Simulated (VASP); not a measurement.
AlN, 2 atoms in the cell. The structure is cubic, space group F-43m (No. 216). The conventional cell has a = 4.368 Å, b = 4.368 Å, c = 4.368 Å, α = 90.00°, β = 90.00°, γ = 90.00°. Al (site symmetry -43m) has 4 N at 1.89 Å within 2.5 Å. N (site symmetry -43m) has 4 Al at 1.89 Å within 2.5 Å. 

- Program: VASP 6.6.1
- Task: single point
- Functional: PBE
- Potentials or basis: VASP PAW PBE potentials, release 64 (Al, N)
- Cutoff: 520 eV
- k mesh: 10 × 10 × 10
- Occupations: fermi-dirac, width 0.05 eV
- Spin: no spin polarisation
- Dipole correction: no
- Further INCAR settings: ALGO = Normal; EDIFF = 1e-06; NBANDS = 11

Potentials or basis: VASP PAW PBE potentials, release 64 (Al, N).

Launch:

```bash
$ cat potpaw_PBE.64/Al/POTCAR potpaw_PBE.64/N/POTCAR > POTCAR
$ mpirun -np 1 vasp_std > vasp.out
```

Hardware: 1 thread of Intel Xeon 6975P-C, with other jobs on the host.

Problem. How long does it take, and how much memory?

Solution. It took 7.1 s on 1 thread of Intel Xeon 6975P-C (shared host), peak memory 0.14 GiB. Counts: scf iterations 12, k points 47.
